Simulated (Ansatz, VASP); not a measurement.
**HfO2 in VASP and in Ansatz**

```
Hf O
1.0
     0.00000    2.55750    2.55750
     2.55750    0.00000    2.55750
     2.55750    2.55750    0.00000
Hf O
1 2
Direct
  0.00000 0.00000 0.00000
  0.75000 0.75000 0.75000
  0.25000 0.25000 0.25000
```

Alike in both runs: task single point; functional PBEsol; dispersion D3(BJ); k mesh 9 × 9 × 9; occupations tetrahedron; no spin polarisation; Hubbard terms Hf d U = 6.5 eV.

|  | VASP | Ansatz |
| --- | --- | --- |
| version | VASP 6.6.1 | Ansatz 0.2.0 |
| potentials or method | VASP PAW PBE potentials, release 64 (Hf_pv, O) | Ansatz PAW |
| plane-wave cutoff (eV) | 520 | 420 |
| valence electrons in the cell | 22 | 38 |

Ansatz gave:

| Property | Result |
| --- | --- |
| gap on the k mesh at the Fermi level (eV) | 4.92 |
| least direct gap on the mesh (eV) | 5.03 |
| pressure (GPa) | -3.4 |

Problem. What did VASP give for the same quantities?

Solution. gap on the k mesh at the Fermi level (eV): 4.49; least direct gap on the mesh (eV): 4.62; pressure (GPa): 1.0.

VASP's potentials were made for PBE, not for PBEsol. The programs project onto different local orbitals, so the same U acts differently, and such runs can settle in different states. VASP's potentials hold 22 valence electrons a cell and Ansatz's 38, so a difference there can come from the potentials and not from the codes.

Neither program's run includes spin-orbit coupling. Noted on Ansatz's run: odd divisions of the mesh miss points on the zone boundary, where band edges often lie, so the gap on the mesh can be too wide.
